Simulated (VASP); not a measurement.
# CoSi: single point with PBEsol

The system is CoSi.

```xyz
8
Lattice="4.3858 0.0000 0.0000 0.0000 4.3858 0.0000 0.0000 0.0000 4.3858" Properties=species:S:1:pos:R:3 pbc="T T T"
Co    0.6388    0.6388    0.6388
Co    1.5541    3.7471    2.8317
Co    2.8317    1.5541    3.7471
Co    3.7471    2.8317    1.5541
Si    3.6987    3.6987    3.6987
Si    2.8800    0.6871    1.5058
Si    1.5058    2.8800    0.6871
Si    0.6871    1.5058    2.8800
```

```yaml
Program: VASP 6.6.1
Task: single point
Functional: PBEsol
Potentials_or_basis: VASP PAW PBE potentials, release 64 (Co, Si)
Cutoff: 520 eV
k_mesh: 8 × 8 × 8
Occupations: gaussian, width 0.1 eV
Spin: no spin polarisation
Dipole_correction: no
Further_INCAR_settings: ALGO = Normal; EDIFF = 1e-07; NBANDS = 36
```

- Pressure: 0.2 GPa
- Largest force: 0.008 eV/Å
- Band gap on the k mesh: zero (band 26 reaches 12.47 eV, above the bottom of band 27 at 12.24 eV)

Forces in eV/Å, atoms in the order of the input:
```
Co   0.005  0.005  0.005
Co  -0.005 -0.005  0.005
Co   0.005 -0.005 -0.005
Co  -0.005  0.005 -0.005
Si   0.000  0.000  0.000
Si   0.000  0.000  0.000
Si   0.000  0.000  0.000
Si   0.000  0.000  0.000
```

Levels at points of the mesh, in eV from the Fermi level:
| k point | band 24 | band 25 | band 26 | band 27 | band 28 | band 29 |
| --- | --- | --- | --- | --- | --- | --- |
| (0.00, 0.00, 0.00) | -0.82 | -0.02 | -0.02 | -0.02 | 2.64 | 2.64 |
| (0.50, 0.00, 0.00) | -0.69 | -0.52 | -0.52 | 1.03 | 1.03 | 1.59 |
| (0.50, 0.50, 0.00) | -1.05 | -0.05 | -0.05 | 0.61 | 0.61 | 2.12 |
| (0.50, 0.50, 0.50) | -1.29 | -0.24 | -0.24 | -0.24 | -0.24 | 5.61 |

Run time: 3.2 min on 1 thread of AMD EPYC 7R13 Processor (Zen 3), on a shared host, peak memory 0.23 GiB.

Caveat: the PAW data sets were made with another functional, which shifts forces and pressure a little. Spin polarisation is off, so any magnetic state and its effect on volume and gap are missing.
